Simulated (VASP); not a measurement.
# ZrB2 (P6/mmm) in VASP: settings compared, part 2 of 3

VASP 6.6.1.

## (4) Single point, PBE, non-collinear spin, zero start, spin-orbit coupling

INCAR reads:

```
SYSTEM = ZrB2
PREC = Accurate
ENCUT = 520
EDIFF = 1E-6
ISMEAR = -1
SIGMA = 0.05
LREAL = .False.
LASPH = .True.
NELM = 150
ALGO = Normal
ISIF = 2
LWAVE = .False.
LCHARG = .False.
LNONCOLLINEAR = .True.
MAGMOM = 0 0 0 0 0 0 0 0 0
LORBIT = 11
LSORBIT = .True.
GGA_COMPAT = .False.
LORBMOM = .True.
LMAXMIX = 4
GGA = PE
NBANDS = 31
```

KPOINTS reads:

```
regular mesh
0
Gamma
  7 7 6
  0 0 0
```

POSCAR reads:

```
ZrB2
1.0
    3.1700000000      0.0000000000      0.0000000000
   -1.5850000000      2.7453005300      0.0000000000
    0.0000000000      0.0000000000      3.5330000000
Zr B
1 2
Direct
    0.0000000000      0.0000000000      0.0000000000
    0.6666666667      0.3333333333      0.5000000000
    0.3333333333      0.6666666667      0.5000000000
```

Command:

```
cat potpaw_PBE.64/Zr_sv/POTCAR potpaw_PBE.64/B/POTCAR > POTCAR
mpirun -np 1 vasp_ncl > vasp.out
```

Run time: 1.8 min. Hardware: 1 thread of Intel Xeon 8259CL, shared host; peak memory 0.24 GiB.

It converged, with:

- Free energy: -25.0419 eV
- Pressure: 0.9 GPa
- Net moment: 0.00 μB per cell
- Valence electrons inside the program's atomic spheres: Zr 9.97; B 1.91

Stress tensor (GPa, compression positive):
```
0.83 0.00 0.00
0.00 0.83 0.00
0.00 0.00 1.17
```

Moments on the atoms (μB; x, y, z):
```
Zr  0.00 0.00 0.00
B   0.00 0.00 0.00
B   0.00 0.00 0.00
```

## (5) Relaxation of cell and atoms, r2SCAN+U

POSCAR is that of step 4.

INCAR.step1 reads:

```
SYSTEM = ZrB2
  PREC = Accurate
  ENCUT = 600
  ISMEAR = -1
  SIGMA = 0.05
  LREAL = .False.
  LASPH = .True.
  NELM = 150
  LMAXMIX = 4
  LDAU = .True.
  LDAUTYPE = 2
  LDAUL = 2 -1
  LDAUU = 6 0
  LDAUJ = 0 0
  GGA = PE
  ALGO = Normal
  EDIFF = 1E-4
  LWAVE = .True.
  LCHARG = .False.
```

INCAR.step2 reads:

```
SYSTEM = ZrB2
  PREC = Accurate
  ENCUT = 600
  EDIFF = 1E-7
  ISMEAR = -1
  SIGMA = 0.05
  LREAL = .False.
  LASPH = .True.
  NELM = 150
  ALGO = Normal
  ISIF = 3
  LWAVE = .False.
  LCHARG = .False.
  LMAXMIX = 4
  LDAU = .True.
  LDAUTYPE = 2
  LDAUL = 2 -1
  LDAUU = 6 0
  LDAUJ = 0 0
  LDAUPRINT = 1
  METAGGA = R2SCAN
  LMIXTAU = .True.
  IBRION = 2
  NSW = 60
  EDIFFG = -0.01
  ISTART = 1
```

KPOINTS reads:

```
regular mesh
0
Gamma
  10 10 8
  0 0 0
```

Potentials or basis: VASP PAW PBE potentials, release 64 (Zr_sv, B).

Command:

```
cat potpaw_PBE.64/Zr_sv/POTCAR potpaw_PBE.64/B/POTCAR > POTCAR
cp INCAR.step1 INCAR
mpirun -np 1 vasp_std > vasp.out
cp INCAR.step2 INCAR
mpirun -np 1 vasp_std > vasp.out
```

OUTCAR:

```text
SYSTEM = ZrB2
   PREC = Accurate
   ENCUT = 600
   EDIFF = 1E-7
   ISMEAR = -1
   LREAL = .False.
   LASPH = .True.
   NELM = 150
   ISIF = 3
   METAGGA = R2SCAN
   IBRION = 2
   NSW = 60
   EDIFFG = -0.01
   ISTART = 1

 ion  position               nearest neighbor table
   1  0.000  0.000  0.000-   2 2.54   3 2.54   2 2.54   3 2.54   2 2.54   2 2.54   3 2.54   3 2.54
                             2 2.54   2 2.54   3 2.54   3 2.54
   2  0.667  0.333  0.500-   3 1.83   3 1.83   3 1.83   1 2.54   1 2.54   1 2.54   1 2.54   1 2.54
                             1 2.54
   3  0.333  0.667  0.500-   2 1.83   2 1.83   2 1.83   1 2.54   1 2.54   1 2.54   1 2.54   1 2.54
                             1 2.54

  LATTYP: Found a hexagonal cell.
 ALAT       =     3.1700000000
 C/A-ratio  =     1.1145110410

  Lattice vectors:

 A1 = (   3.1700000000,   0.0000000000,   0.0000000000)
 A2 = (  -1.5850000000,   2.7453005300,   0.0000000000)
 A3 = (   0.0000000000,   0.0000000000,   3.5330000000)
[... 782 lines left out ...]
  o =  0.1325  v =  0.0000 -0.0001 -0.0000 -1.0000  0.0000  0.0000  0.0000  0.0000  0.0000  0.0000      0.0000  0.0000  0.0000  0.0000  0.0000  0.0000  0.0000  0.0000  0.0000  0.0000
  o =  0.1325  v =  0.0000  0.0000  0.0000  0.0000  0.0000  0.0000 -0.0001 -0.0000 -1.0000  0.0000      0.0000  0.0000  0.0000  0.0000  0.0000  0.0000  0.0000  0.0000  0.0000  0.0000
  o =  0.1325  v =  0.0000  1.0000 -0.0000 -0.0001  0.0000  0.0000  0.0000  0.0000  0.0000  0.0000      0.0000  0.0000  0.0000  0.0000  0.0000  0.0000  0.0000  0.0000  0.0000  0.0000
  o =  0.1325  v =  0.0000  0.0000  0.0000  0.0000  0.0000  0.0000  1.0000 -0.0000 -0.0001  0.0000      0.0000  0.0000  0.0000  0.0000  0.0000  0.0000  0.0000  0.0000  0.0000  0.0000
  o =  0.1577  v =  0.0000  0.0000  0.0000  0.0000  0.0000  0.0000  0.0000 -0.0000 -0.0000 -1.0000      0.0000  0.0000  0.0000  0.0000  0.0000  0.0000  0.0000  0.0000  0.0000  0.0000
  o =  0.1577  v =  0.0000  0.0000 -0.0000 -0.0000 -1.0000  0.0000  0.0000  0.0000  0.0000  0.0000      0.0000  0.0000  0.0000  0.0000  0.0000  0.0000  0.0000  0.0000  0.0000  0.0000
  o =  0.1577  v =  1.0000  0.0000  0.0000  0.0000  0.0000  0.0000  0.0000  0.0000  0.0000  0.0000      0.0000  0.0000  0.0000  0.0000  0.0000  0.0000  0.0000  0.0000  0.0000  0.0000
  o =  0.1577  v =  0.0000  0.0000  0.0000  0.0000  0.0000  1.0000  0.0000  0.0000  0.0000  0.0000      0.0000  0.0000  0.0000  0.0000  0.0000  0.0000  0.0000  0.0000  0.0000  0.0000

--------------------------------------- Ionic step        6  -------------------------------------------

 number of electron      18.0000000 magnetization

 Free energy of the ion-electron system (eV)
  ---------------------------------------------------
  ext. energy  EPLUGINS =         0.00000000
  ---------------------------------------------------
  free energy    TOTEN  =       -36.63561757 eV

  energy without entropy =      -36.63305677  energy(sigma->0) =      -36.63433717

 E-fermi :  10.7592     XC(G=0): -13.0614

 val. band max:       10.7334255514   @ k =   0.2000   0.2000   0.1250
 cond. band min:      10.8036758831   @ k =   0.0000   0.0000   0.2500
 fundamental gap:      0.0702503317
 Fermi energy:        10.7591999749

 k-point     1 :       0.0000    0.0000    0.0000
  band No.  band energies     occupation
      1     -41.4193      2.00000
      2     -18.7942      2.00000
      3     -18.3023      2.00000
      4     -18.3023      2.00000
      5      -3.1329      2.00000
      6       7.3735      2.00000
      7       8.0888      2.00000
      8       8.0888      2.00000
      9       8.0903      2.00000
     10      14.7894      0.00000
     11      14.7894      0.00000
     12      14.9358      0.00000
     13      14.9358      0.00000
[... 398 lines left out ...]
  FREE ENERGIE OF THE ION-ELECTRON SYSTEM (eV)
  ---------------------------------------------------
  free  energy   TOTEN  =       -36.6356175678 eV

  energy  without entropy=      -36.6330567676  energy(sigma->0) =      -36.63433717

 reached required accuracy - stopping structural energy minimisation
```

OSZICAR.step1:

```text
N       E                     dE             d eps       ncg     rms          rms(c)
DAV:   1     0.126005862662E+03    0.12601E+03   -0.10813E+04  1820   0.155E+03
DAV:   2    -0.182255132191E+02   -0.14423E+03   -0.13924E+03  2063   0.357E+02
DAV:   3    -0.243259010723E+02   -0.61004E+01   -0.60496E+01  3027   0.649E+01
DAV:   4    -0.244708862476E+02   -0.14499E+00   -0.14493E+00  2412   0.891E+00
DAV:   5    -0.244736297320E+02   -0.27435E-02   -0.27434E-02  2755   0.103E+00    0.179E+01
DAV:   6    -0.209214413293E+02    0.35522E+01   -0.95142E+00  2314   0.225E+01    0.677E+00
DAV:   7    -0.208053508044E+02    0.11609E+00   -0.15781E+00  2711   0.832E+00    0.207E+00
DAV:   8    -0.208120833017E+02   -0.67325E-02   -0.13644E-01  2229   0.348E+00    0.856E-01
DAV:   9    -0.208100263309E+02    0.20570E-02   -0.20171E-02  2379   0.123E+00    0.159E-01
DAV:  10    -0.208099745310E+02    0.51800E-04   -0.12298E-03  2279   0.294E-01    0.524E-02
DAV:  11    -0.208099955511E+02   -0.21020E-04   -0.59166E-05  1383   0.977E-02
   1 F= -.20809996E+02 E0= -.20808663E+02  d E =-.266541E-02
```

It took 15 min on 1 thread of Oxide Virtual Turin-like, shared host; peak memory 0.16 GiB.

Results:

| Item | Value |
| --- | --- |
| Free energy | -36.6356 eV |
| Relaxed volume | 10.88 Å³/atom |
| Relaxed cell | a = 3.213 Å, b = 3.213 Å, c = 3.652 Å, α = 90.00°, β = 90.00°, γ = 120.00° |
| Space group after relaxing (to 0.05 Å) | P6/mmm (No. 191) |
| Energy gained by relaxing | 31.3 meV/atom |
| Ionic steps | 6 |
| Pressure after relaxing | 0.1 GPa |
| Band gap on the k mesh | zero (band 9 reaches 11.77 eV, above the bottom of band 10 at 10.55 eV) |

Step by step:
```csv
step,energy change (eV),largest force (eV/Å),pressure (GPa),volume (Å³)
1,0.0000,0.0000,15.21,30.75
2,0.0374,0.0000,-15.09,35.28
3,-0.0906,0.0000,-0.55,32.72
4,-0.0906,0.0000,-0.27,32.68
5,-0.0938,0.0000,0.11,32.66
6,-0.0938,0.0000,0.12,32.65
```

Final structure:
```
CELL_PARAMETERS angstrom
3.21313 0.00000 0.00000
-1.60656 2.78265 0.00000
0.00000 0.00000 3.65224
ATOMIC_POSITIONS crystal
Zr 0.00000 0.00000 0.00000
B 0.66667 0.33333 0.50000
B 0.33333 0.66667 0.50000
```

Levels at points of the mesh, in eV from the Fermi level:
```csv
k point,band 5,band 6,band 7,band 8,band 9,band 10,band 11,band 12,band 13
"(0.00, 0.00, 0.00)",-13.89,-3.39,-2.67,-2.67,-2.67,4.03,4.03,4.18,4.18
"(0.50, 0.00, 0.00)",-9.69,-9.68,-4.07,-3.61,-2.53,1.56,2.83,5.11,5.41
"(0.00, 0.00, 0.50)",-12.10,-7.98,-1.32,-1.32,0.78,0.78,1.13,1.13,1.95
"(0.50, 0.00, 0.50)",-10.61,-8.01,-4.75,-4.40,-3.10,3.44,3.95,5.76,6.23
```

Eigenvalues of the final occupation matrices:
```tsv
site	spin	trace	eigenvalues
site 1 d	1	0.71	0.13 0.13 0.13 0.16 0.16
site 1 d	2	0.71	0.13 0.13 0.13 0.16 0.16
```

Caveat: the PAW data sets were made with another functional, which shifts forces and pressure a little; U without spin polarisation on a metal has little footing; the U is typed as a test and isn't derived for this compound. Zero-point motion and thermal expansion aren't in these numbers.

(Continued in part 3 of 3.)
